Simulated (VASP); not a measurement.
Wanted: the native input for a VASP 6.6.1 run.

```yaml
Task: single point
Functional: PBEsol
Potentials_or_basis: VASP PAW PBE potentials, release 64 (Na_pv, Pb_d, F)
Cutoff: 520 eV
k_mesh: 6 × 6 × 6
Occupations: fermi-dirac, width 0.03 eV
Spin: no spin polarisation
Dipole_correction: no
Further_INCAR_settings: ALGO = Normal; EDIFF = 1e-06; NBANDS = 29
```

The structure of NaPbF3 lies in POSCAR:

```
NaPbF3
1.0
    4.7501045451      0.0000000000      0.0000000000
    0.0000000000      4.7501045451      0.0000000000
    0.0000000000      0.0000000000      4.7501045451
Na Pb F
1 1 3
Direct
    0.0000000000      0.0000000000      0.0000000000
    0.5000000000      0.5000000000      0.5000000000
    0.5000000000      0.5000000000      0.0000000000
    0.5000000000      0.0000000000      0.5000000000
    0.0000000000      0.5000000000      0.5000000000
```

These files were run (other wordings do the same):

INCAR

```
  PREC = Accurate
  ENCUT = 520
  EDIFF = 1E-6
  ISMEAR = -1
  SIGMA = 0.03
  LREAL = False
  LASPH = True
  NELM = 80
  ALGO = Normal
  ISIF = 2
  LWAVE = False
  LCHARG = False
  GGA = PS
  NBANDS = 29
```

KPOINTS

```
regular mesh
0
Gamma
  6 6 6
```

Potentials or basis: VASP PAW PBE potentials, release 64 (Na_pv, Pb_d, F).

The run is started by

```console
$ cat potpaw_PBE.64/Na_pv/POTCAR potpaw_PBE.64/Pb_d/POTCAR potpaw_PBE.64/F/POTCAR > POTCAR
$ mpirun -np 1 vasp_std > vasp.out
```

Results of the run:

```yaml
Pressure: -0.1 GPa
Band_gap_on_the_k_mesh: 1.89 eV, indirect (least direct gap 3.10 eV)
```

Caveat: the PAW data sets were made with another functional, which shifts forces and pressure a little; spin-orbit coupling is left out, which moves the levels of the heavy elements.

Wall time 18 s on 1 thread of Intel(R) Xeon(R) 6975P-C (Granite Rapids) (shared host), peak memory 0.23 GiB.
